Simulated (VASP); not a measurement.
Wanted: the native input for a VASP 6.6.1 run.

```yaml
Task: single point
Functional: LDA
Potentials_or_basis: VASP PAW LDA potentials, release 64 (Hf_pv, N)
Cutoff: 520 eV
k_mesh: 8 × 8 × 4
Occupations: methfessel-paxton, width 0.1 eV
Spin: no spin polarisation
Dipole_correction: no
Further_INCAR_settings: ALGO = Normal; EDIFF = 1e-06; NBANDS = 23
```

The structure of HfN lies in POSCAR:

```
HfN
1.0
    3.2350709327      0.0000000000      0.0000000000
   -1.6175354664      2.8016536124      0.0000000000
    0.0000000000      0.0000000000      5.5916216074
Hf N
2 2
Direct
    0.6666666667      0.3333333333      0.7500000000
    0.3333333333      0.6666666667      0.2500000000
    0.0000000000      0.0000000000      0.0000000000
    0.0000000000      0.0000000000      0.5000000000
```

The input as run:

INCAR

```
PREC = Accurate ; ENCUT = 520
EDIFF = 1E-6 ; ISMEAR = 1
SIGMA = 0.1 ; LREAL = False
LASPH = True ; NELM = 80
ALGO = Normal ; ISIF = 2
LWAVE = False ; LCHARG = False
GGA = CA ; NBANDS = 23
```

KPOINTS

```
Automatic mesh
0
Gamma
  8 8 4
```

Potentials or basis: VASP PAW LDA potentials, release 64 (Hf_pv, N).

Launch:

```console
$ cat potpaw_LDA.64/Hf_pv/POTCAR potpaw_LDA.64/N/POTCAR > POTCAR
$ mpirun -np 1 vasp_std > vasp.out
```

Results of the run:

```yaml
Pressure: -29.7 GPa
Band_gap_on_the_k_mesh: zero (band 15 reaches 8.51 eV, above the bottom of band 16 at 6.50 eV)
```

Caveat: spin-orbit coupling is left out, which moves the levels of the heavy elements.

Run time: 44 s on 1 thread of AMD EPYC 7R13 (shared host), peak memory 0.13 GiB.
